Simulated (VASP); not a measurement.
ZrN (rocksalt type), 2 atoms in the cell. The structure is cubic, space group Fm-3m (No. 225). Conventional cell: a = 4.080 Å, b = 4.080 Å, c = 4.080 Å, α = 90.00°, β = 90.00°, γ = 90.00°. Zr (site symmetry m-3m) has 6 N at 2.04 Å within 2.7 Å. N (site symmetry m-3m) has 6 Zr at 2.04 Å within 2.7 Å. 

```yaml
Program: VASP 6.6.1
Task: relaxation of cell and atoms
Functional: PBE
Potentials_or_basis: VASP PAW PBE potentials, release 64 (Zr_sv, N)
Cutoff: 600 eV
k_mesh: 17 × 17 × 17
Occupations: fermi-dirac, width 0.08 eV
Spin: no spin polarisation
Target_pressure: 190 GPa
Dipole_correction: no
Further_INCAR_settings: ALGO = Normal; EDIFF = 1e-07; IBRION = 2; EDIFFG = -0.005; NSW = 60; ISIF = 3
```

Potentials or basis: VASP PAW PBE potentials, release 64 (Zr_sv, N).

Command:

```sh
$ cat potpaw_PBE.64/Zr_sv/POTCAR potpaw_PBE.64/N/POTCAR > POTCAR
$ mpirun -np 1 vasp_std > vasp.out
```

Hardware: 1 thread of Intel Xeon 8259CL, with other jobs on the host.

Q: How long does it take, and how much memory?

A: Wall time 110 s on 1 thread of Intel Xeon 8259CL, on a shared host, peak memory 0.18 GiB. Counts: scf iterations 30, k points 165, ion steps 3.
